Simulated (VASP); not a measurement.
# F2 in VASP: single point with PBE

Aim: the single point of F2 with PBE.

Program: VASP 6.6.1. These are calculated values, not measurements. Logs are shortened: lines on timing, memory, paths and dates and some standing lists are left out, and cuts for length are marked.

**1. The cell of the first run**

The cell holds a molecule in a box, 2 atoms: a = 14.000 Å, b = 14.500 Å, c = 15.000 Å, α = 90.00°, β = 90.00°, γ = 90.00°.

**2. Single point, PBE**

Input file INCAR:

```
SYSTEM = F
  PREC = Accurate
  ENCUT = 1010
  EDIFF = 1E-6
  ISMEAR = 0
  SIGMA = 0.005
  LREAL = .FALSE.
  LASPH = .TRUE.
  NELM = 120
  ALGO = Normal
  ISIF = 2
  LWAVE = .FALSE.
  LCHARG = .FALSE.
  GGA = PE
  NBANDS = 14
  ISYM = 0
  GGA_COMPAT = .FALSE.
  NELMDL = -8
```

Input file KPOINTS:

```
regular mesh
0
G
  1 1 1
  0 0 0
```

Input file POSCAR:

```
F
1.0
   14.0000000000      0.0000000000      0.0000000000
    0.0000000000     14.5000000000      0.0000000000
    0.0000000000      0.0000000000     15.0000000000
F
2
Direct
    0.4571633039      0.4994791986      0.4750421740
    0.5428366961      0.5005208014      0.5249578260
```

Potentials or basis: VASP PAW PBE potentials, release 64 (F_h).

On the command line:

```console
$ cat potpaw_PBE.64/F_h/POTCAR > POTCAR
$ mpirun -np 1 vasp_gam > vasp.out
```

OUTCAR:

```text
SYSTEM = F
   PREC = Accurate
   ENCUT = 1010
   EDIFF = 1E-6
   ISMEAR = 0
   LREAL = .FALSE.
   LASPH = .TRUE.
   NELM = 120
   ISIF = 2
   GGA = PE
   ISYM = 0
   NELMDL = -8

 ion  position               nearest neighbor table
   1  0.457  0.499  0.475-   2 1.41
   2  0.543  0.501  0.525-   1 1.41

IMPORTANT INFORMATION: All symmetrisations will be switched off!
NOSYMM: (Re-)initialisation of all symmetry stuff for point group C_1.

----------------------------------------------------------------------------------------

                                     Primitive cell

  volume of cell :    3045.0000

  direct lattice vectors                    reciprocal lattice vectors
    14.000000000  0.000000000  0.000000000     0.071428571  0.000000000  0.000000000
     0.000000000 14.500000000  0.000000000     0.000000000  0.068965517  0.000000000
     0.000000000  0.000000000 15.000000000     0.000000000  0.000000000  0.066666667

  length of vectors
    14.000000000 14.500000000 15.000000000     0.071428571  0.068965517  0.066666667

  position of ions in fractional coordinates (direct lattice)
     0.457163304  0.499479199  0.475042174
     0.542836696  0.500520801  0.524957826

  ion indices of the primitive-cell ions
   primitive index   ion index
                 1           1
                 2           2

----------------------------------------------------------------------------------------

 KPOINTS: regular mesh

Automatic generation of k-mesh.
 Grid dimensions read from file:
 generate k-points for:    1    1    1

 Generating k-lattice:

  Cartesian coordinates                     Fractional coordinates (reciprocal lattice)
     0.071428571  0.000000000  0.000000000     1.000000000  0.000000000  0.000000000
     0.000000000  0.068965517  0.000000000     0.000000000  1.000000000  0.000000000
     0.000000000  0.000000000  0.066666667     0.000000000  0.000000000  1.000000000

  Length of vectors
     0.071428571  0.068965517  0.066666667

  Shift w.r.t. Gamma in fractional coordinates (k-lattice)
     0.000000000  0.000000000  0.000000000

 Subroutine IBZKPT returns following result:
 ===========================================

 Found      1 irreducible k-points:

 Following reciprocal coordinates:
            Coordinates               Weight
  0.000000  0.000000  0.000000      1.000000
   k-points           NKPTS =      1   k-points in BZ     NKDIM =      1   number of bands    NBANDS=     14
   number of dos      NEDOS =    301   number of ions     NIONS =      2
   total plane-waves  NPLWV = ******
   dimension x,y,z NGX =   150 NGY =  150 NGZ =  160
   dimension x,y,z NGXF=   300 NGYF=  300 NGZF=  320
   ions per type =               2
   NGX,Y,Z   is equivalent  to a cutoff of  17.81, 17.20, 17.73 a.u.
   NGXF,Y,Z  is equivalent  to a cutoff of  35.62, 34.40, 35.47 a.u.
 SYSTEM =  F
   PREC   = accura    normal or accurate (medium, high low for compatibility)
   ISTART =      0    job   : 0-new  1-cont  2-samecut
   ICHARG =      2    charge: 1-file 2-atom 10-const
   ISPIN  =      1    spin polarized calculation?
   LNONCOLLINEAR =      F non collinear calculations
   LSORBIT =      F    spin-orbit coupling
   LASPH  =      T    aspherical Exc in radial PAW
   ENCUT  = 1010.0 eV  74.23 Ry    8.62 a.u.  36.28 37.57 38.87*2*pi/ulx,y,z
   NELM   =    120;   NELMIN=  2; NELMDL= -8     # of ELM steps
   EDIFF  = 0.1E-05   stopping-criterion for ELM
   LREAL  =      F    real-space projection
   EDIFFG = 0.1E-04   stopping-criterion for IOM
   NSW    =      0    number of steps for IOM
   IBRION =     -1    ionic relax: 0-MD 1-quasi-New 2-CG
   NFREE  =      0    steps in history (QN), initial steepest desc. (CG)
   ISIF   =      2    stress and relaxation
   ISYM   =      0    0-nonsym 1-usesym 2-fastsym
   POTIM  = 0.5000    time-step for ionic-motion
   TEBEG  =    0.0;   TEEND  =   0.0 temperature during run
   PSTRESS=    0.0 pullay stress
   NELECT =      14.0000    total number of electrons
   NUPDOWN=      -1.0000    fix difference up-down
   EMIN   =  10.00;   EMAX   =-10.00  energy-range for DOS
   EFERMI =   0.00;   METHOD = LEGACY
   ISMEAR =     0;   SIGMA  =   0.01  broadening in eV -4-tet -1-fermi 0-gaus
   EFERMI_NEDOS =   21; number of points for ismear=-14 and -15
   IALGO  =     38    algorithm
   IMIX   =      4    mixing-type and parameters
     AMIX     =   0.40;   BMIX     =  1.00
     AMIX_MAG =   1.60;   BMIX_MAG =  1.00
  volume/ion in A,a.u.               =    1522.50     10274.34
  Fermi-wavevector in a.u.,A,eV,Ry     =   0.272221  0.514423  1.008250  0.074104
  Thomas-Fermi vector in A             =   1.112538
   LORBIT       =      0    0 simple, 1 ext, 2 COOP (PROOUT), +10 PAW based schemes
   GGA     = PE    functional components
   LHFCALC =     F    Hartree Fock is set to
   AEXX    =    0.0000 exact exchange contribution
   IVDW    =     0    specifies the selected vdW correction
   LEPSILON=     F    determine dielectric tensor
   LRPA    =     F    only Hartree local field effects (RPA)
 non-spin polarized calculation
 Gauss-broadening in eV      SIGMA  =   0.01
  energy-cutoff  :     1010.00
  volume of cell :     3045.00
 maximum number of plane-waves:    110974
 NGX is ok and might be reduce to   150
   NGX = 73   NGY = 75   NGZ = 77

 number of electron      13.9999999 magnetization

 Free energy of the ion-electron system (eV)
  ---------------------------------------------------
  ext. energy  EPLUGINS =         0.00000000
  ---------------------------------------------------
  free energy    TOTEN  =        -3.69715587 eV

  energy without entropy =       -3.69715587  energy(sigma->0) =       -3.69715587

 E-fermi :  -9.3324     XC(G=0):  -0.2109

 val. band max:       -9.4004756819   @ k =   0.0000   0.0000   0.0000
 cond. band min:      -5.7975264944   @ k =   0.0000   0.0000   0.0000
 fundamental gap:      3.6029491875
 Fermi energy:        -9.3324001425

 k-point     1 :       0.0000    0.0000    0.0000
  band No.  band energies     occupation
      1     -33.9408      2.00000
      2     -27.6782      2.00000
      3     -15.3634      2.00000
      4     -12.7751      2.00000
      5     -12.7751      2.00000
      6      -9.4005      2.00000
      7      -9.4005      2.00000
      8      -5.7975      0.00000
      9      -0.2150      0.00000
     10       0.3404      0.00000
     11       0.5660      0.00000
     12       0.6116      0.00000
     13       0.6517      0.00000
     14       0.6783      0.00000

------------------------ aborting loop because EDIFF is reached ----------------------------------------

  FORCE on cell =-STRESS in cart. coord.  units (eV):
  Direction    XX          YY          ZZ          XY          YZ          ZX
  --------------------------------------------------------------------------------------
  -------------------------------------------------------------------------------------
  Total       -0.0185641     -0.0314344     -0.0276002      0.0001905      0.0001852      0.0083103
  in kB       -0.0097678     -0.0165398     -0.0145223      0.0001002      0.0000975      0.0043726
  external PRESSURE =      -0.0136100 kB  Pullay stress =       0.0000000 kB

 VOLUME and BASIS-vectors are now :
 -----------------------------------------------------------------------------
  energy-cutoff  :     1010.00
  volume of cell :     3045.00
      direct lattice vectors                 reciprocal lattice vectors
    14.000000000  0.000000000  0.000000000     0.071428571  0.000000000  0.000000000
     0.000000000 14.500000000  0.000000000     0.000000000  0.068965517  0.000000000
     0.000000000  0.000000000 15.000000000     0.000000000  0.000000000  0.066666667

 POSITION                                       TOTAL-FORCE (eV/Angst)
 -----------------------------------------------------------------------------------
      6.40029      7.24245      7.12563        -0.010380     -0.001414     -0.006612
      7.59971      7.25755      7.87437         0.010380      0.001414      0.006612
 -----------------------------------------------------------------------------------
    total drift:                               -0.000089     -0.000000     -0.000049

  FREE ENERGIE OF THE ION-ELECTRON SYSTEM (eV)
  ---------------------------------------------------
  free  energy   TOTEN  =        -3.6971558709 eV

  energy  without entropy=       -3.6971558709  energy(sigma->0) =       -3.69715587
```

It took 6.2 min on 1 thread of Intel Xeon 6975P-C (Granite Rapids), shared host; peak memory 4.3 GiB.

Results:

```yaml
Free_energy: -3.6972 eV
Largest_force: 0.012 eV/Å
Gap_between_the_frontier_levels: 3.60 eV
```

Forces on the atoms (eV/Å):
```
F   -0.010 -0.001 -0.007
F    0.010  0.001  0.007
```
